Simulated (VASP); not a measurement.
Os: single point with PBEsol

Os:

```
Os
1.0
     2.60397    0.00000    0.00000
    -1.30198    2.25510    0.00000
     0.00000    0.00000    8.36088
Os
4
Direct
  0.00000 0.00000 0.00000
  0.00000 0.00000 0.50000
  0.33333 0.66667 0.25000
  0.66667 0.33333 0.75000
```

```yaml
Program: VASP 6.6.1
Task: single point
Functional: PBEsol
Potentials_or_basis: VASP PAW PBE potentials, release 64 (Os)
Cutoff: 520 eV
k_mesh: 15 × 15 × 4
Occupations: fermi-dirac, width 0.1 eV
Spin: no spin polarisation
```

```json
{
  "Pressure": "76.6 GPa",
  "Band gap on the k mesh": "zero (bands 16 and 17 overlap by 4.45 eV)"
}
```

Stress tensor (GPa, compression positive):
```
74.81  0.00  0.00
 0.00 74.81  0.00
 0.00  0.00 80.32
```

Levels at points of the mesh, in eV from the Fermi level:
```
           k point  band 14  band 15  band 16  band 17  band 18  band 19
(0.00, 0.00, 0.00)    -3.04    -3.04    -1.03    -1.03    -0.11     0.02
(0.00, 0.00, 0.50)    -3.47    -2.20    -2.20    -0.38    -0.38    -0.38
```

It took 2.2 min on 1 thread of Oxide Virtual Turin-like Processor (shared host), peak memory 0.18 GiB.

Caveat: the stress differs along the axes, from 75 to 80 GPa; the PAW data sets were made with another functional, which shifts forces and pressure a little; spin-orbit coupling is left out, which moves the levels of the heavy elements.
